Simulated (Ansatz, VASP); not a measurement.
## Two plane-wave programs on BN

File POSCAR:

```
BN
1.0
    2.5039917043      0.0000000000      0.0000000000
   -1.2519958522      2.1685204268      0.0000000000
    0.0000000000      0.0000000000      6.6612000000
B N
2 2
Direct
    0.2135246297      0.6666666667      0.2500000000
    0.6666666667      0.3333333333      0.7500000000
    0.3333333333      0.6666666667      0.7500000000
    0.6666666667      0.3333333333      0.2500000000
```

Contents of INCAR.step1:

```
PREC     = Accurate       # precision mode
ENCUT    = 520            # plane-wave cutoff, eV
ISMEAR   = 0              # smearing method
SIGMA    = 0.05           # smearing width, eV
LREAL    = F              # projectors in reciprocal space
LASPH    = T              # aspherical terms in the spheres
NELM     = 60             # most SCF steps
NBANDS   = 16             # bands
GGA      = PE             # functional
ALGO     = Normal         # electronic algorithm
EDIFF    = 1E-4           # SCF threshold, eV
LWAVE    = T              # write WAVECAR
LCHARG   = F              # write CHGCAR
```

The input INCAR.step2:

```
PREC     = Accurate       # precision mode
ENCUT    = 520            # plane-wave cutoff, eV
EDIFF    = 1E-7           # SCF threshold, eV
ISMEAR   = 0              # smearing method
SIGMA    = 0.05           # smearing width, eV
LREAL    = F              # projectors in reciprocal space
LASPH    = T              # aspherical terms in the spheres
NELM     = 60             # most SCF steps
ALGO     = Normal         # electronic algorithm
ISIF     = 2              # what is computed and relaxed
LWAVE    = F              # write WAVECAR
LCHARG   = T              # write CHGCAR
METAGGA  = R2SCAN         # meta-GGA
LMIXTAU  = T            
LELF     = T              # ELF
LVHAR    = T            
NBANDS   = 16             # bands
ISTART   = 1
```

Contents of KPOINTS:

```
regular mesh
0
Gamma
  12 12 4
```

Input for Ansatz:

```yaml
crystal:
  lattice:
    - [2.5039917043, 0.0, 0.0]
    - [-1.2519958522, 2.1685204268, 0.0]
    - [0.0, 0.0, 6.6612]
  atoms:
    - { symbol: B, position: [0.2135246297, 0.6666666667, 0.25] }
    - { symbol: B, position: [0.6666666667, 0.3333333333, 0.75] }
    - { symbol: "N", position: [0.3333333333, 0.6666666667, 0.75] }
    - { symbol: "N", position: [0.6666666667, 0.3333333333, 0.25] }
basis:
  ecutwfc: 500
kpoints:
  mp_grid: { grid: [12, 12, 4] }
hamiltonian:
  xc: r2scan
scf:
  occupations: { method: gaussian, width: 0.05 }
output:
  forces: true
  stress: true
  eigenvalues: true
```

Alike in both runs: task single point; functional r2SCAN; k mesh 12 × 12 × 4; occupations gaussian, width 0.05 eV; no spin polarisation.

|  | VASP | Ansatz |
| --- | --- | --- |
| version | VASP 6.6.1 | Ansatz 0.2.0 |
| potentials or method | VASP PAW PBE potentials, release 64 (B, N), cutoff 520 eV | scalar-relativistic, plane waves, PAW |
| valence electrons in the cell | 16 | 16 |

|  | VASP | Ansatz | Ansatz less VASP |
| --- | --- | --- | --- |
| gap on the k mesh at the Fermi level (eV) | 2.57 | 2.54 | -0.035 |
| least direct gap on the mesh (eV) | 3.92 | 3.93 | +0.010 |
| pressure (GPa) | 17.5 | 17.2 | -0.30 |
| traceless stress, the component that is largest in VASP (GPa) | 24.25 | 24.17 | -0.079 |
| rms of the force components (eV/Å) | 6.210 | 6.202 | -0.0085 |

VASP's potentials were made for PBE, not for r2SCAN. Atom by atom the forces differ by 0.022 eV/Å (rms over components). The functional is the same, so the differences come from potentials, cutoffs and numerics.
